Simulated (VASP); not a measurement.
## Ca3TiN3: single point with PBE

Ca3TiN3:

```
Ca Ti N
1.0
     4.40055   -5.26307    0.00000
     4.40055    5.26307    0.00000
     0.00000    0.00000    5.04440
Ca Ti N
6 2 6
Direct
  0.89624 0.10376 0.75000
  0.83933 0.61202 0.75000
  0.38798 0.16067 0.75000
  0.10376 0.89624 0.25000
  0.61202 0.83933 0.25000
  0.16067 0.38798 0.25000
  0.30860 0.69140 0.75000
  0.69140 0.30860 0.25000
  0.12685 0.87315 0.75000
  0.57868 0.82190 0.75000
  0.17810 0.42132 0.75000
  0.87315 0.12685 0.25000
  0.42132 0.17810 0.25000
  0.82190 0.57868 0.25000
```

```json
{
 "Program": "VASP 6.6.1",
 "Task": "single point",
 "Functional": "PBE",
 "Potentials or basis": "VASP PAW PBE potentials, release 64 (Ca_sv, Ti_sv, N)",
 "Cutoff": "520 eV",
 "k mesh": "2 × 2 × 3",
 "Occupations": "gaussian, width 0.15 eV",
 "Spin": "collinear spin",
 "Starting moments": "[0.0, 0.0, 0.0, 0.0, 0.0, 0.0, 1.0, 1.0, 0.0, 0.0, 0.0, 0.0, 0.0, 0.0] μB"
}
```

```
Pressure                                              : 0.4 GPa
Largest force                                         : 0.040 eV/Å
Net moment                                            : 0.73 μB per cell
Site moments                                          : Ca +0.01; Ti +0.15; N -0.01, -0.00 (each value once) μB
Valence electrons inside the program's atomic spheres : Ca 8.20; Ti 10.49; N 3.68, 3.63 (each value once)
```

Forces in eV/Å, atoms in the order of the input:
```
Ca   0.000  0.004  0.000
Ca  -0.002 -0.003  0.000
Ca   0.002 -0.003  0.000
Ca   0.000 -0.004  0.000
Ca  -0.002  0.003  0.000
Ca   0.002  0.003  0.000
Ti   0.000  0.006  0.000
Ti   0.000 -0.006  0.000
N    0.000 -0.040  0.000
N   -0.028 -0.001  0.000
N    0.028 -0.001  0.000
N    0.000  0.040  0.000
N    0.028  0.001  0.000
N   -0.028  0.001  0.000
```

Stress tensor (GPa, compression positive):
```
 0.71  0.00  0.00
 0.00  0.53  0.00
 0.00  0.00 -0.03
```

Levels at points of the mesh, in eV from the Fermi level:
Spin up:
| k point | band 55 | band 56 | band 57 | band 58 | band 59 | band 60 |
| --- | --- | --- | --- | --- | --- | --- |
| (0.00, 0.00, 0.00) | -0.92 | -0.79 | -0.74 | -0.62 | 1.32 | 1.36 |
| (0.50, 0.00, 0.00) | -0.99 | -0.87 | -0.70 | -0.61 | 1.45 | 1.71 |
| (0.50, 0.50, 0.00) | -0.93 | -0.59 | -0.51 | -0.31 | 1.64 | 2.09 |
Spin down:
```csv
k point,band 53,band 54,band 55,band 56,band 57,band 58,band 59,band 60,band 61,band 62
"(0.00, 0.00, 0.00)",-1.07,-0.92,-0.77,-0.72,-0.71,-0.17,1.39,1.40,2.05,2.82
"(0.50, 0.00, 0.00)",-1.10,-1.02,-0.99,-0.81,-0.24,-0.22,1.51,1.77,1.87,2.64
"(0.50, 0.50, 0.00)",-1.32,-1.21,-0.92,-0.32,-0.16,-0.08,1.71,2.13,2.20,2.43
```

It took 5.1 min on 1 thread of AMD EPYC 7R13 Processor (Zen 3) (shared host), peak memory 0.47 GiB.

Caveat: the k points lie up to 0.47 Å⁻¹ apart; a moment this small can come from the mesh or the smearing.
